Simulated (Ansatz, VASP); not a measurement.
**InAs in VASP and in Ansatz**

```
In As
1.0
     0.00000    3.04393    3.04393
     3.04393    0.00000    3.04393
     3.04393    3.04393    0.00000
In As
1 1
Direct
  0.00000 0.00000 0.00000
  0.75000 0.75000 0.75000
```

Alike in both runs: task single point; functional PBEsol; k mesh 14 × 14 × 14; occupations gaussian, width 0.15 eV; no spin polarisation.

```csv
,VASP,Ansatz
version,VASP 6.6.1,Ansatz 0.2.0
potentials or method,"VASP PAW PBE potentials, release 64 (In_d, As), cutoff 520 eV","scalar-relativistic, plane waves, PAW"
valence electrons in the cell,18,28
```

|  | VASP | Ansatz | Ansatz less VASP |
| --- | --- | --- | --- |
| gap on the k mesh at the Fermi level (eV) | none | none | - |
| pressure (GPa) | 0.1 | 0.0 | -0.07 |

VASP's potentials were made for PBE, not for PBEsol, and Ansatz warns of the same on its side. A gap of «none» marks a metal or a gap that the smearing closes. VASP's potentials hold 18 valence electrons a cell and Ansatz's 28, so a difference there can come from the potentials and not from the codes.
